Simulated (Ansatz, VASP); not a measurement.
**Two plane-wave programs on GaN**

```
Ga N
1.0
     3.24403    0.00000    0.00000
    -1.62201    2.80941    0.00000
     0.00000    0.00000    5.28261
Ga N
2 2
Direct
  0.33333 0.66667 0.99906
  0.66667 0.33333 0.49906
  0.33333 0.66667 0.37594
  0.66667 0.33333 0.87594
```

Alike in both runs: functional RPBE; k mesh 12 × 12 × 4; no spin polarisation.

Ansatz relaxed the structure, and its values are those at the end. VASP's run is a single point on that final structure, the one shown.

```csv
,VASP,Ansatz
version,VASP 6.6.1,Ansatz 0.2.0
potentials or method,"VASP PAW PBE potentials, release 64 (Ga_d, N), cutoff 520 eV","plane waves, PAW"
occupations,"gaussian, width 0.01 eV",fixed
valence electrons in the cell,36,36
```

```tsv
	VASP	Ansatz	Ansatz less VASP
pressure (GPa)	-0.1	0.0	+0.08
```

VASP's potentials were made for PBE, not for RPBE.
